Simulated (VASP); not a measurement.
Set up this calculation in VASP 6.6.1, as the native input.

| Item | Value |
| --- | --- |
| Task | single point |
| Functional | PBEsol |
| Potentials or basis | VASP PAW PBE potentials, release 64 (Ag) |
| Cutoff | 520 eV |
| k mesh | 1 × 1 × 23 |
| Occupations | gaussian, width 0.05 eV |
| Spin | collinear spin |
| Starting moments | [0.5, 0.5] μB |
| Dipole correction | no |
| Further INCAR settings | ALGO = Normal; EDIFF = 1e-07; NBANDS = 22 |

The structure of Ag lies in POSCAR:

```
Ag
1.0
   11.3000000000      0.0000000000      0.0000000000
    0.0000000000      9.3000000000      0.0000000000
    0.0000000000      0.0000000000      2.6558480767
Ag
2
Direct
    0.3953497781      0.5000000000      0.0000000000
    0.6046502219      0.5000000000      0.5000000000
```

The input as run:

INCAR

```
SYSTEM = Ag
  PREC = Accurate
  ENCUT = 520
  EDIFF = 1E-7
  ISMEAR = 0
  SIGMA = 0.05
  LREAL = .FALSE.
  LASPH = .TRUE.
  NELM = 150
  ALGO = Normal
  ISIF = 2
  LWAVE = .FALSE.
  LCHARG = .TRUE.
  ISPIN = 2
  MAGMOM = 0.5 0.5
  LORBIT = 11
  LMAXMIX = 4
  GGA = PS
  LELF = .TRUE.
  LVHAR = .TRUE.
  NBANDS = 22
```

KPOINTS

```
Automatic mesh
0
G
  1 1 23
  0 0 0
```

Potentials or basis: VASP PAW PBE potentials, release 64 (Ag).

Run with:

```bash
$ cat potpaw_PBE.64/Ag/POTCAR > POTCAR
$ mpirun -np 1 vasp_std > vasp.out
```

It gave:

```yaml
Largest_force: 0.009 eV/Å
Band_gap_on_the_k_mesh: zero (filled and empty bands overlap)
Net_moment: 0.00 μB per cell
Valence_electrons_inside_the_program's_atomic_spheres: Ag 9.84
```

Caveat: the PAW data sets were made with another functional, which shifts forces and pressure a little.

Wall time 5.2 min on 1 thread of AMD EPYC 7R13, on a shared host, peak memory 0.41 GiB.
